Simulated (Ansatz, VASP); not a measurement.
Two plane-wave programs on Al3GaN4

```
Al Ga N
1.0
     4.68276    0.00000    0.00000
     0.00000    4.68276    0.00000
     0.00000    0.00000    3.90355
Al Ga N
3 1 4
Direct
  0.50000 0.50000 0.00000
  0.50000 0.00000 0.50000
  0.00000 0.50000 0.50000
  0.00000 0.00000 0.00000
  0.74471 0.74471 0.25529
  0.74471 0.25529 0.74471
  0.25529 0.74471 0.74471
  0.25529 0.25529 0.25529
```

Alike in both runs: task single point; functional PBEsol; k mesh 6 × 6 × 6; occupations gaussian, width 0.05 eV; no spin polarisation.

```csv
,VASP,Ansatz
version,VASP 6.6.1,Ansatz 0.2.0
potentials or method,"VASP PAW PBE potentials, release 64 (Al, Ga_d, N), cutoff 520 eV","scalar-relativistic, plane waves, PAW"
valence electrons in the cell,42,42
```

```tsv
	VASP	Ansatz	Ansatz less VASP
gap on the k mesh at the Fermi level (eV)	2.63	2.64	+0.008
least direct gap on the mesh (eV)	2.63	2.64	+0.008
pressure (GPa)	-2.8	-2.7	+0.06
traceless stress, the component that is largest in VASP (GPa)	9.40	9.37	-0.033
rms of the force components (eV/Å)	0.081	0.080	-0.0005
```

VASP's potentials were made for PBE, not for PBEsol. Atom by atom the forces differ by 0.002 eV/Å (rms over components).
